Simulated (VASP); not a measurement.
Write the native input for VASP 6.6.1 that does the following.

```yaml
Task: single point
Functional: PBE
Dispersion: D3(BJ)
Potentials_or_basis: VASP PAW PBE potentials, release 64 (W_sv, Se)
Cutoff: 520 eV
k_mesh: 9 × 9 × 2
Occupations: gaussian, width 0.05 eV
Spin: no spin polarisation
Dipole_correction: no
Further_INCAR_settings: ALGO = Normal; EDIFF = 1e-06; NBANDS = 35
```

The structure of WSe2 lies in POSCAR:

```
WSe2
1.0
    3.2790216039      0.0000000000      0.0000000000
   -1.6395108019      2.8397160085      0.0000000000
    0.0000000000      0.0000000000     12.7878979243
W Se
2 4
Direct
    0.3958441219      0.9624708941      0.2500000000
    0.6666666667      0.3333333333      0.7500000000
    0.3333333333      0.6666666667      0.6182859564
    0.6666666667      0.3333333333      0.1182859564
    0.3333333333      0.6666666667      0.8817140436
    0.6666666667      0.3333333333      0.3817140436
```

This cell differs from its parent crystal: atom 1 (W) moved by -0.280 Å along [1 0 0] and +0.840 Å along [1 2 0].

These files were run (other wordings do the same):

INCAR

```
ALGO = Normal
EDIFF = 1E-6
ENCUT = 520
GGA = PE
ISIF = 2
ISMEAR = 0
IVDW = 12
LASPH = T
LCHARG = T
LELF = T
LREAL = F
LVHAR = T
LWAVE = F
NBANDS = 35
NELM = 80
PREC = Accurate
SIGMA = 0.05
```

KPOINTS

```
k-points
0
Gamma
  9 9 2
```

Potentials or basis: VASP PAW PBE potentials, release 64 (W_sv, Se).

Launch:

```console
$ cat potpaw_PBE.64/W_sv/POTCAR potpaw_PBE.64/Se/POTCAR > POTCAR
$ mpirun -np 1 vasp_std > vasp.out
```

It gave:

```
Pressure                   : 23.1 GPa
Largest force              : 14.829 eV/Å
Band gap on the k mesh     : zero (bands 26 and 27 overlap by 0.40 eV)
Dispersion energy per atom : -0.476 eV
```

Caveat: the cell differs from its parent crystal (atom 1 (W) moved by -0.280 Å along [1 0 0] and +0.840 Å along [1 2 0]); the stress differs along the axes, from 2 to 47 GPa; spin-orbit coupling is left out, which moves the levels of the heavy elements; forces of over 1 eV/Å act on the atoms, so gaps and moduli don't describe the material at rest.

Wall time 2 min on 1 thread of Intel(R) Xeon(R) 6975P-C (Granite Rapids), with other jobs on the host, peak memory 0.42 GiB.
